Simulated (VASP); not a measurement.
Input of a VASP 6.6.1 run:

Contents of INCAR:

```
  AGGAC = 0.0
  ALDAC = 0.0
  ALGO = Normal
  EDIFF = 1E-6
  ENCUT = 600
  GGA = PE
  GGA_COMPAT = F
  ISIF = 2
  ISMEAR = -1
  LASPH = T
  LCHARG = T
  LELF = T
  LREAL = F
  LVHAR = T
  LWAVE = F
  NBANDS = 12
  NELM = 120
  PREC = Accurate
  SIGMA = 0.05
```

KPOINTS

```
k-points
0
Gamma
  13 13 13
```

POSCAR

```
Cu
1.0
    0.0000000000      1.8075000000      1.8075000000
    1.8075000000      0.0000000000      1.8075000000
    1.8075000000      1.8075000000      0.0000000000
Cu
1
Direct
    0.0000000000      0.0000000000      0.0000000000
```

Potentials or basis: VASP PAW PBE potentials, release 64 (Cu).

Launch:

```sh
$ cat potpaw_PBE.64/Cu/POTCAR > POTCAR
$ mpirun -np 1 vasp_std > vasp.out
```

(1) Estimate the pressure.

(2) Estimate the band gap on the k mesh.

Answers

(1) 23.6 GPa.

(2) zero (an odd number of electrons rules out a gap without spin polarisation).

Caveat: the cell stands under pressure.
